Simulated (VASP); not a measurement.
# ZnO (P6_3mc) in VASP: a series of runs

The runs below take ZnO through single point, with PBE.

Everything below comes from runs of VASP 6.6.1. Logs are shortened: lines on timing, memory, paths and dates and some standing lists are left out, and cuts for length are marked.

### Step 1. The cell of the first run

The structure is hexagonal, space group P6_3mc (No. 186). The conventional cell has a = 3.017 Å, b = 3.017 Å, c = 5.293 Å, α = 90.00°, β = 90.00°, γ = 120.00°. Zn (site symmetry 3m) has 4 O at 1.86 to 2.01 Å within 2.5 Å. O (site symmetry 3m) has 4 Zn at 1.86 to 2.01 Å within 2.5 Å.

### Step 2. Single point, PBE (strain -0.080 along x and y, +0.000 along z)

File INCAR:

```
ALGO = Normal
EDIFF = 1E-6
ENCUT = 520
GGA = PE
ISIF = 2
ISMEAR = 0
LASPH = T
LCHARG = F
LREAL = F
LWAVE = F
NBANDS = 26
NELM = 60
PREC = Accurate
SIGMA = 0.05
```

File KPOINTS:

```
k-points
0
Gamma
  12 12 6
```

File POSCAR:

```
ZnO
1.0
    3.0171172954      0.0000000000      0.0000000000
   -1.5085586477      2.6129002241      0.0000000000
    0.0000000000      0.0000000000      5.2931304626
Zn O
2 2
Direct
    0.3333333333      0.6666666667      0.0015026881
    0.6666666667      0.3333333333      0.5015026881
    0.3333333333      0.6666666667      0.3805973119
    0.6666666667      0.3333333333      0.8805973119
```

Potentials or basis: VASP PAW PBE potentials, release 64 (Zn, O).

Started as:

```
> cat potpaw_PBE.64/Zn/POTCAR potpaw_PBE.64/O/POTCAR > POTCAR
> mpirun -np 1 vasp_std > vasp.out
```

OUTCAR:

```text
EDIFF = 1E-6
   ENCUT = 520
   GGA = PE
   ISIF = 2
   ISMEAR = 0
   LASPH = T
   LREAL = F
   NELM = 60
   PREC = Accurate

 ion  position               nearest neighbor table
   1  0.333  0.667  0.002-   4 1.86   4 1.86   4 1.86   3 2.01
   2  0.667  0.333  0.502-   3 1.86   3 1.86   3 1.86   4 2.01
   3  0.333  0.667  0.381-   2 1.86   2 1.86   2 1.86   1 2.01
   4  0.667  0.333  0.881-   1 1.86   1 1.86   1 1.86   2 2.01

  LATTYP: Found a hexagonal cell.
 ALAT       =     3.0171172954
 C/A-ratio  =     1.7543668159

  Lattice vectors:

 A1 = (   3.0171172954,   0.0000000000,   0.0000000000)
 A2 = (  -1.5085586477,   2.6129002241,   0.0000000000)
 A3 = (   0.0000000000,   0.0000000000,   5.2931304626)

Analysis of symmetry for initial positions (statically):
=====================================================================
 Subroutine PRICEL returns:
 Original cell was already a primitive cell.

 Routine SETGRP: Setting up the symmetry group for a
 hexagonal supercell.

 Subroutine GETGRP returns: Found 12 space group operations
 (whereof  6 operations were pure point group operations)
 out of a pool of 24 trial point group operations.

The static configuration has the point symmetry C_3v.
 The point group associated with its full space group is C_6v.

Analysis of symmetry for dynamics (positions and initial velocities):
=====================================================================
 Subroutine PRICEL returns:
 Original cell was already a primitive cell.

 Routine SETGRP: Setting up the symmetry group for a
 hexagonal supercell.

 Subroutine GETGRP returns: Found 12 space group operations
 (whereof  6 operations were pure point group operations)
 out of a pool of 24 trial point group operations.

The dynamic configuration has the point symmetry C_3v.
 The point group associated with its full space group is C_6v.

 Subroutine INISYM returns: Found 12 space group operations
 (whereof  6 operations are pure point group operations),
 and found     1 'primitive' translations

----------------------------------------------------------------------------------------

                                     Primitive cell

  volume of cell :      41.7280

  direct lattice vectors                    reciprocal lattice vectors
     3.017117295  0.000000000  0.000000000     0.331442202  0.191358245  0.000000000
    -1.508558648  2.612900224  0.000000000     0.000000000  0.382716489  0.000000000
     0.000000000  0.000000000  5.293130463     0.000000000  0.000000000  0.188924117

  length of vectors
     3.017117295  3.017117295  5.293130463     0.382716489  0.382716489  0.188924117

  position of ions in fractional coordinates (direct lattice)
     0.333333333  0.666666667  0.001502688
     0.666666667  0.333333333  0.501502688
     0.333333333  0.666666667  0.380597312
     0.666666667  0.333333333  0.880597312

  ion indices of the primitive-cell ions
   primitive index   ion index
                 1           1
                 2           2
                 3           3
                 4           4

----------------------------------------------------------------------------------------

 KPOINTS: k-points

Automatic generation of k-mesh.
 Grid dimensions read from file:
 generate k-points for:   12   12    6

 Generating k-lattice:

  Cartesian coordinates                     Fractional coordinates (reciprocal lattice)
     0.027620183  0.015946520  0.000000000     0.083333333  0.000000000  0.000000000
     0.000000000  0.031893041  0.000000000     0.000000000  0.083333333  0.000000000
     0.000000000  0.000000000  0.031487353     0.000000000  0.000000000  0.166666667

  Length of vectors
     0.031893041  0.031893041  0.031487353

  Shift w.r.t. Gamma in fractional coordinates (k-lattice)
     0.000000000  0.000000000  0.000000000

 Subroutine IBZKPT returns following result:
 ===========================================

 Found     76 irreducible k-points:

 Following reciprocal coordinates:
            Coordinates               Weight
  0.000000  0.000000  0.000000      1.000000
  0.083333  0.000000  0.000000      6.000000
  0.166667  0.000000  0.000000      6.000000
  0.250000  0.000000  0.000000      6.000000
  0.333333  0.000000  0.000000      6.000000
  0.416667  0.000000  0.000000      6.000000
[... 16 lines left out ...]
  0.250000  0.000000  0.166667     12.000000
  0.333333  0.000000  0.166667     12.000000
 [... further k-points ...]
   k-points           NKPTS =     76   k-points in BZ     NKDIM =     76   number of bands    NBANDS=     26
   number of dos      NEDOS =    301   number of ions     NIONS =      4
   total plane-waves  NPLWV =  23040
   dimension x,y,z NGX =    24 NGY =   24 NGZ =   40
   dimension x,y,z NGXF=    48 NGYF=   48 NGZF=   80
   ions per type =               2   2
   NGX,Y,Z   is equivalent  to a cutoff of  13.22, 13.22, 12.56 a.u.
   NGXF,Y,Z  is equivalent  to a cutoff of  26.45, 26.45, 25.13 a.u.
 SYSTEM =  unknown system
   PREC   = accura    normal or accurate (medium, high low for compatibility)
   ISTART =      0    job   : 0-new  1-cont  2-samecut
   ICHARG =      2    charge: 1-file 2-atom 10-const
   ISPIN  =      1    spin polarized calculation?
   LNONCOLLINEAR =      F non collinear calculations
   LSORBIT =      F    spin-orbit coupling
   LASPH  =      T    aspherical Exc in radial PAW
   ENCUT  =  520.0 eV  38.22 Ry    6.18 a.u.   5.61  5.61  9.84*2*pi/ulx,y,z
   NELM   =     60;   NELMIN=  2; NELMDL= -5     # of ELM steps
   EDIFF  = 0.1E-05   stopping-criterion for ELM
   LREAL  =      F    real-space projection
   EDIFFG = 0.1E-04   stopping-criterion for IOM
   NSW    =      0    number of steps for IOM
   IBRION =     -1    ionic relax: 0-MD 1-quasi-New 2-CG
   NFREE  =      0    steps in history (QN), initial steepest desc. (CG)
   ISIF   =      2    stress and relaxation
   ISYM   =      2    0-nonsym 1-usesym 2-fastsym
   POTIM  = 0.5000    time-step for ionic-motion
   TEBEG  =    0.0;   TEEND  =   0.0 temperature during run
   PSTRESS=    0.0 pullay stress
   NELECT =      36.0000    total number of electrons
   NUPDOWN=      -1.0000    fix difference up-down
   EMIN   =  10.00;   EMAX   =-10.00  energy-range for DOS
   EFERMI =   0.00;   METHOD = LEGACY
   ISMEAR =     0;   SIGMA  =   0.05  broadening in eV -4-tet -1-fermi 0-gaus
   EFERMI_NEDOS =   21; number of points for ismear=-14 and -15
   IALGO  =     38    algorithm
   IMIX   =      4    mixing-type and parameters
     AMIX     =   0.40;   BMIX     =  1.00
     AMIX_MAG =   1.60;   BMIX_MAG =  1.00
  volume/ion in A,a.u.               =      10.43        70.40
  Fermi-wavevector in a.u.,A,eV,Ry     =   1.558475  2.945090 33.046426  2.428844
  Thomas-Fermi vector in A             =   2.661974
   LORBIT       =      0    0 simple, 1 ext, 2 COOP (PROOUT), +10 PAW based schemes
   GGA     = PE    functional components
   LHFCALC =     F    Hartree Fock is set to
   AEXX    =    0.0000 exact exchange contribution
   IVDW    =     0    specifies the selected vdW correction
   LEPSILON=     F    determine dielectric tensor
   LRPA    =     F    only Hartree local field effects (RPA)
 non-spin polarized calculation
 Gauss-broadening in eV      SIGMA  =   0.05
  energy-cutoff  :      520.00
  volume of cell :       41.73
 maximum number of plane-waves:      1148
 NGX is ok and might be reduce to    24
   NGX = 11   NGY = 11   NGZ = 19

 number of electron      36.0000013 magnetization

 Free energy of the ion-electron system (eV)
  ---------------------------------------------------
  ext. energy  EPLUGINS =         0.00000000
  ---------------------------------------------------
  free energy    TOTEN  =       -16.94075159 eV

  energy without entropy =      -16.94075159  energy(sigma->0) =      -16.94075159

 E-fermi :   2.8418     XC(G=0): -11.6354

 val. band max:        2.6301601336   @ k =   0.0000   0.0000   0.0000
 cond. band min:       3.3847014692   @ k =   0.0000   0.0000   0.0000
 fundamental gap:      0.7545413356
 Fermi energy:         2.8417954385

 k-point     1 :       0.0000    0.0000    0.0000
  band No.  band energies     occupation
      1     -16.7875      2.00000
      2     -16.0104      2.00000
      3      -4.4632      2.00000
      4      -4.0241      2.00000
      5      -4.0241      2.00000
      6      -3.9491      2.00000
[... 18 lines left out ...]
     25      18.2689      0.00000
     26      18.2689      0.00000

 k-point     2 :       0.0833    0.0000    0.0000
  band No.  band energies     occupation
      1     -16.7334      2.00000
      2     -15.9790      2.00000
      3      -4.3867      2.00000
      4      -4.0838      2.00000
      5      -3.9930      2.00000
      6      -3.9195      2.00000
[... 18 lines left out ...]
     25      17.6169      0.00000
     26      18.3794      0.00000

 k-point     3 :       0.1667    0.0000    0.0000
  band No.  band energies     occupation
      1     -16.5809      2.00000
      2     -15.8935      2.00000
      3      -4.3171      2.00000
      4      -4.0809      2.00000
      5      -3.9340      2.00000
      6      -3.9103      2.00000
[... 18 lines left out ...]
     25      17.1991      0.00000
     26      18.0972      0.00000

 k-point     4 :       0.2500    0.0000    0.0000
  band No.  band energies     occupation
      1     -16.3602      2.00000
      2     -15.7800      2.00000
      3      -4.4704      2.00000
      4      -4.0359      2.00000
      5      -3.8063      2.00000
      6      -3.7395      2.00000
[... 18 lines left out ...]
     25      17.2946      0.00000
     26      17.7597      0.00000
[... 496 lines left out ...]
      1     -16.5373      2.00000
      2     -15.9422      2.00000
      3      -4.3548      2.00000
      4      -4.1967      2.00000
      5      -3.8986      2.00000
      6      -3.8751      2.00000
[... 18 lines left out ...]
     25      17.2102      0.00000
     26      18.1847      0.00000

 k-point    23 :       0.2500    0.0000    0.1667
  band No.  band energies     occupation
      1     -16.3225      2.00000
      2     -15.8200      2.00000
      3      -4.4935      2.00000
      4      -4.1868      2.00000
      5      -3.7903      2.00000
      6      -3.7078      2.00000
[... 18 lines left out ...]
     25      17.3114      0.00000
     26      18.0200      0.00000

 k-point    24 :       0.3333    0.0000    0.1667
  band No.  band energies     occupation
      1     -16.0888      2.00000
      2     -15.7044      2.00000
      3      -4.5926      2.00000
      4      -4.2501      2.00000
      5      -3.6970      2.00000
      6      -3.4913      2.00000
[... 18 lines left out ...]
     25      17.0967      0.00000
     26      18.0459      0.00000

 [... further k-points ...]

------------------------ aborting loop because EDIFF is reached ----------------------------------------

  FORCE on cell =-STRESS in cart. coord.  units (eV):
  Direction    XX          YY          ZZ          XY          YZ          ZX
  --------------------------------------------------------------------------------------
  -------------------------------------------------------------------------------------
  Total       11.6128788     11.6128788      4.1006962      0.0000000     -0.0000000      0.0000000
  in kB      445.8849931    445.8849932    157.4492367      0.0000000     -0.0000000      0.0000000
  external PRESSURE =     349.7397410 kB  Pullay stress =       0.0000000 kB

 VOLUME and BASIS-vectors are now :
 -----------------------------------------------------------------------------
  energy-cutoff  :      520.00
  volume of cell :       41.73
      direct lattice vectors                 reciprocal lattice vectors
     3.017117295  0.000000000  0.000000000     0.331442202  0.191358245  0.000000000
    -1.508558648  2.612900224  0.000000000     0.000000000  0.382716489  0.000000000
     0.000000000  0.000000000  5.293130463     0.000000000  0.000000000  0.188924117

 POSITION                                       TOTAL-FORCE (eV/Angst)
 -----------------------------------------------------------------------------------
     -0.00000      1.74193      0.00795        -0.000000      0.000000      1.276713
      1.50856      0.87097      2.65452         0.000000      0.000000      1.276713
     -0.00000      1.74193      2.01455        -0.000000      0.000000     -1.276713
      1.50856      0.87097      4.66112        -0.000000      0.000000     -1.276713
 -----------------------------------------------------------------------------------
    total drift:                                0.000001      0.000001     -0.000280

  FREE ENERGIE OF THE ION-ELECTRON SYSTEM (eV)
  ---------------------------------------------------
  free  energy   TOTEN  =       -16.9407515898 eV

  energy  without entropy=      -16.9407515898  energy(sigma->0) =      -16.94075159
```

Run time: 84 s. Hardware: 1 thread of Intel Xeon 8259CL, shared host; peak memory 0.21 GiB.

Results:

| Quantity | Value |
| --- | --- |
| Free energy | -16.9408 eV |
| Pressure | 35.0 GPa |
| Largest force | 1.277 eV/Å |
| Band gap on the k mesh | 0.75 eV |

Forces in eV/Å, atoms in the order of the input:
```
Zn   0.000  0.000  1.277
Zn   0.000  0.000  1.277
O    0.000  0.000 -1.277
O    0.000  0.000 -1.277
```

Stress tensor (GPa, compression positive):
```
44.59  0.00  0.00
 0.00 44.59  0.00
 0.00  0.00 15.74
```

Levels at points of the mesh, in eV from the valence-band top:
```
           k point  band 16  band 17  band 18  band 19  band 20  band 21
(0.00, 0.00, 0.00)    -0.42     0.00     0.00     0.75     5.93     7.72
(0.50, 0.00, 0.00)    -2.47    -1.73    -1.14     6.29     7.04     7.05
(0.00, 0.00, 0.50)    -0.37    -0.37    -0.37     3.54     3.54     9.88
(0.50, 0.00, 0.50)    -2.00    -1.78    -1.78     5.65     5.65     9.14
```

Caveat: the cell differs from its parent crystal (strain -0.080 along x and y, +0.000 along z); the cell stands under pressure; forces of over 1 eV/Å act on the atoms, so gaps and moduli don't describe the material at rest.

### Step 3. Single point, PBE (strain -0.040 along x and y, -0.080 along z)

File INCAR:

```
SYSTEM = ZnO
ALGO = Normal
EDIFF = 1E-6
ENCUT = 520
GGA = PE
ISIF = 2
ISMEAR = 0
LASPH = .TRUE.
LCHARG = .TRUE.
LELF = .TRUE.
LREAL = .FALSE.
LVHAR = .TRUE.
LWAVE = .FALSE.
NBANDS = 26
NELM = 60
PREC = Accurate
SIGMA = 0.05
```

File KPOINTS:

```
k-points
0
G
  12 12 6
  0 0 0
```

File POSCAR:

```
ZnO
1.0
    3.1482963083      0.0000000000      0.0000000000
   -1.5741481541      2.7265045816      0.0000000000
    0.0000000000      0.0000000000      4.8696800256
Zn O
2 2
Direct
    0.3333333333      0.6666666667      0.0015026881
    0.6666666667      0.3333333333      0.5015026881
    0.3333333333      0.6666666667      0.3805973119
    0.6666666667      0.3333333333      0.8805973119
```

Potentials or basis: VASP PAW PBE potentials, release 64 (Zn, O).

Started as:

```
> cat potpaw_PBE.64/Zn/POTCAR potpaw_PBE.64/O/POTCAR > POTCAR
> mpirun -np 1 vasp_std > vasp.out
```

Run time: 91 s. Hardware: 1 thread of Intel Xeon 8259CL, shared host; peak memory 0.2 GiB.

It converged, with:

```yaml
Free_energy: -17.1139 eV
Pressure: 33.0 GPa
Largest_force: 0.838 eV/Å
Band_gap_on_the_k_mesh: 1.03 eV
```

Forces in eV/Å, atoms in the order of the input:
```
Zn   0.000  0.000 -0.838
Zn   0.000  0.000 -0.838
O    0.000  0.000  0.838
O    0.000  0.000  0.838
```

Stress tensor (GPa, compression positive):
```
27.48  0.00  0.00
 0.00 27.48  0.00
 0.00  0.00 43.96
```

Levels at points of the mesh, in eV from the valence-band top:
| k point | band 15 | band 16 | band 17 | band 18 | band 19 | band 20 | band 21 | band 22 |
| --- | --- | --- | --- | --- | --- | --- | --- | --- |
| (0.00, 0.00, 0.00) | -1.07 | -0.03 | 0.00 | 0.00 | 1.03 | 5.58 | 9.10 | 13.19 |
| (0.50, 0.00, 0.00) | -3.16 | -2.84 | -1.41 | -0.95 | 6.32 | 6.95 | 8.04 | 9.14 |
| (0.00, 0.00, 0.50) | -0.53 | -0.53 | -0.53 | -0.53 | 3.83 | 3.83 | 10.98 | 10.98 |
| (0.50, 0.00, 0.50) | -1.81 | -1.81 | -1.43 | -1.43 | 5.99 | 5.99 | 9.13 | 9.13 |

Caveat: the cell differs from its parent crystal (strain -0.040 along x and y, -0.080 along z); the cell stands under pressure.
